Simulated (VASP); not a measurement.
**BP: single point with PBE**

Crystal: BP.

```
B P
1.0
     0.00000    2.43918    2.26900
     2.43918    0.00000    2.26900
     2.43918    2.43918    0.00000
B P
1 1
Direct
  0.00000 0.00000 0.00000
  0.75000 0.75000 0.75000
```

This cell differs from its parent crystal: strain +0.0750 x Voigt [1, 1, 0, 0, 0, 0].

| Property | Result |
| --- | --- |
| Program | VASP 6.6.1 |
| Task | single point |
| Functional | PBE |
| Potentials or basis | VASP PAW PBE potentials, release 64 (B, P) |
| Cutoff | 520 eV |
| k mesh | 10 × 10 × 10 |
| Occupations | gaussian, width 0.05 eV |
| Spin | no spin polarisation |

```yaml
Pressure: -17.2 GPa
Band_gap_on_the_k_mesh: 0.45 eV, indirect (least direct gap 2.57 eV)
```

Stress tensor (GPa, compression positive):
```
-22.34   0.00   0.00
  0.00 -22.34   0.00
  0.00   0.00  -6.96
```

Levels at points of the mesh, in eV from the valence-band top:
```tsv
k point	band 1	band 2	band 3	band 4	band 5	band 6	band 7	band 8
(0.00, 0.00, 0.00)	-14.63	-0.60	-0.60	0.00	2.57	2.99	2.99	4.82
(0.50, 0.00, 0.00)	-11.82	-8.45	-2.35	-1.60	2.30	3.94	4.74	9.24
(0.50, 0.50, 0.00)	-10.14	-7.88	-4.42	-4.42	0.69	0.83	10.41	10.41
(0.50, 0.00, 0.50)	-10.69	-8.44	-3.82	-3.71	1.46	1.70	9.74	10.67
```

It took 42 s on 1 thread of Intel(R) Xeon(R) Platinum 8488C (Sapphire Rapids), with other jobs on the host, peak memory 0.16 GiB.

Caveat: the cell differs from its parent crystal (strain +0.0750 x Voigt [1, 1, 0, 0, 0, 0]). A k mesh can miss the band edges.
